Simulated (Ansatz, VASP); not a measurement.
Two plane-wave programs on Ni

The input INCAR:

```
SYSTEM = Ni
  PREC = Accurate
  ENCUT = 520
  EDIFF = 1E-6
  ISMEAR = -1
  SIGMA = 0.05
  LREAL = .FALSE.
  LASPH = .TRUE.
  NELM = 150
  ALGO = Normal
  ISIF = 2
  LWAVE = .FALSE.
  LCHARG = .FALSE.
  ISPIN = 2
  MAGMOM = -0.569 -0.569
  LORBIT = 11
  LMAXMIX = 4
  GGA = PE
  NBANDS = 21
```

KPOINTS

```
Automatic mesh
0
G
  19 19 19
  0 0 0
```

Contents of POSCAR:

```
Ni
1.0
    0.0000000000      2.2604284580      2.2604284580
    2.2604284580      0.0000000000      2.2604284580
    2.2604284580      2.2604284580      0.0000000000
Ni
2
Direct
    0.0000000000      0.0000000000      0.0000000000
    0.5000000000      0.5000000000      0.5000000000
```

Input for Ansatz:

```yaml
crystal:
  lattice:
    - [0.0, 2.260428458, 2.260428458]
    - [2.260428458, 0.0, 2.260428458]
    - [2.260428458, 2.260428458, 0.0]
  atoms:
    - { symbol: Ni, position: [0.0, 0.0, 0.0], spin: -0.569 }
    - { symbol: Ni, position: [0.5, 0.5, 0.5], spin: -0.569 }
hamiltonian:
  xc: pbe
  pseudopotentials:
    kind: paw
    azcp:
      Ni: "pseudopotentials/Ni.paw.azcp"
basis:
  ecutwfc: 420
  fft_grid_basis: typed
kpoints:
  mp_grid: { grid: [19, 19, 19], shift: [0, 0, 0] }
magnetization:
  spin_polarized: true
scf:
  occupations: { method: fermi_dirac, width: 0.05 }
output:
  stress: true
```

Alike in both runs: task single point; functional PBE; k mesh 19 × 19 × 19; occupations fermi-dirac, width 0.05 eV; collinear spin.

|  | VASP | Ansatz |
| --- | --- | --- |
| version | VASP 6.6.1 | Ansatz 0.2.0 |
| potentials or method | VASP PAW PBE potentials, release 64 (Ni), cutoff 520 eV | plane waves (420 eV) with PAW, scalar-relativistic |
| valence electrons in the cell | 20 | 36 |

|  | VASP | Ansatz | Ansatz less VASP |
| --- | --- | --- | --- |
| pressure (GPa) | 15.5 | 15.8 | +0.35 |
| net moment per atom (μB) | 0.45 | 0.47 | +0.016 |
| size of the moment on the site where the two differ most (μB) | 0.45 | 0.48 | +0.024 |

Site moments also hang on the region over which each program counts them. VASP's potentials hold 20 valence electrons a cell and Ansatz's 36, so a difference there can come from the potentials and not from the codes.
